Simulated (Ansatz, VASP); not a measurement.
One calculation of Sr3CuH2, two programs

```xyz
6
Lattice="5.8166 0.0000 0.0000 -2.9083 5.0373 0.0000 0.0000 0.0000 4.9091" Properties=species:S:1:pos:R:3 pbc="T T T"
Sr    2.5071    0.0000    0.0000
Sr   -1.2536    2.1712    0.0000
Sr    1.6547    2.8661    0.0000
Cu    0.0000    0.0000    2.4546
H     0.0000    0.0000    4.0993
H     0.0000    0.0000    0.8099
```

Alike in both runs: task relaxation of cell and atoms; functional PBE; k mesh 3 × 3 × 4; occupations gaussian, width 0.1 eV; no spin polarisation.

```csv
,VASP,Ansatz
version,VASP 6.6.1,Ansatz 0.2.0
potentials or method,"VASP PAW PBE potentials, release 64 (Sr_sv, Cu, H), cutoff 600 eV","scalar-relativistic, plane waves, PAW"
valence electrons in the cell,43,51
```

|  | VASP | Ansatz | Ansatz less VASP |
| --- | --- | --- | --- |
| gap on the k mesh at the Fermi level, each at its own relaxed structure (eV) | none | none | - |
| relaxed volume (Å³/atom) | 35.32 | 35.37 | +0.047 |
| relaxed length of the cell vector where the two differ most in proportion (Å) | 4.651 | 4.625 | -0.0261 |

A gap of «none» marks a metal or a gap that the smearing closes. VASP's potentials hold 43 valence electrons a cell and Ansatz's 51, so a difference there can come from the potentials and not from the codes.

The k mesh is coarse, so the values compare programs but aren't converged. Noted on VASP's run: the volume moved by over 15 % at a fixed basis, so the end points are rough.
